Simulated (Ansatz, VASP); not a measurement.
**Ti2C: VASP beside Ansatz**

```
CELL_PARAMETERS angstrom
1.54070 0.88952 4.81377
-1.54070 0.88952 4.81377
0.00000 -1.77905 4.81377
ATOMIC_POSITIONS crystal
Ti 0.24550 0.24550 0.24550
Ti 0.75450 0.75450 0.75450
C 0.50000 0.50000 0.50000
```

Alike in both runs: task single point; functional r2SCAN; k mesh 3 × 3 × 3; occupations gaussian, width 0.1 eV; no spin polarisation.

|  | VASP | Ansatz |
| --- | --- | --- |
| version | VASP 6.6.1 | Ansatz 0.2.0 |
| potentials or method | VASP PAW PBE potentials, release 64 (Ti_sv, C), cutoff 520 eV | scalar-relativistic, plane waves, PAW |
| valence electrons in the cell | 28 | 28 |

|  | VASP | Ansatz | Ansatz less VASP |
| --- | --- | --- | --- |
| gap on the k mesh at the Fermi level (eV) | none | none | - |
| pressure (GPa) | -0.6 | -1.2 | -0.69 |
| traceless stress, the component that is largest in VASP (GPa) | 0.60 | 0.64 | +0.035 |
| rms of the force components (eV/Å) | 0.015 | 0.055 | +0.0396 |

VASP's potentials were made for PBE, not for r2SCAN. Atom by atom the forces differ by 0.040 eV/Å (rms over components). A gap of «none» marks a metal or a gap that the smearing closes.

The k mesh is coarse, so the values compare programs but aren't converged.
